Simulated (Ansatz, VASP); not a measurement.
**One calculation of AlRu, two programs**

```xyz
2
Lattice="2.9764 0.0000 0.0000 0.0000 2.9764 0.0000 0.0000 0.0000 2.9764" Properties=species:S:1:pos:R:3 pbc="T T T"
Al    0.0000    0.0000    0.0000
Ru    1.4882    1.4882    1.5757
```

Change from the starting cell: all Ru atoms moved +0.087 Å, as atom 2 along Cartesian [0 0 1].

Alike in both runs: task single point; functional PBEsol; k mesh 20 × 20 × 20; occupations gaussian, width 0.15 eV; no spin polarisation.

|  | VASP | Ansatz |
| --- | --- | --- |
| version | VASP 6.6.1 | Ansatz 0.2.0 |
| potentials or method | VASP PAW PBE potentials, release 64 (Al, Ru_pv), cutoff 520 eV | scalar-relativistic, plane waves, PAW |
| valence electrons in the cell | 17 | 19 |

```csv
,VASP,Ansatz,Ansatz less VASP
gap on the k mesh at the Fermi level (eV),none,none,-
pressure (GPa),0.7,0.6,-0.10
"traceless stress, the component that is largest in VASP (GPa)",-0.44,-0.43,+0.011
rms of the force components (eV/Å),0.412,0.408,-0.0041
```

VASP's potentials were made for PBE, not for PBEsol. Atom by atom the forces differ by 0.004 eV/Å (rms over components). A gap of «none» marks a metal or a gap that the smearing closes. VASP's potentials hold 17 valence electrons a cell and Ansatz's 19, so a difference there can come from the potentials and not from the codes.
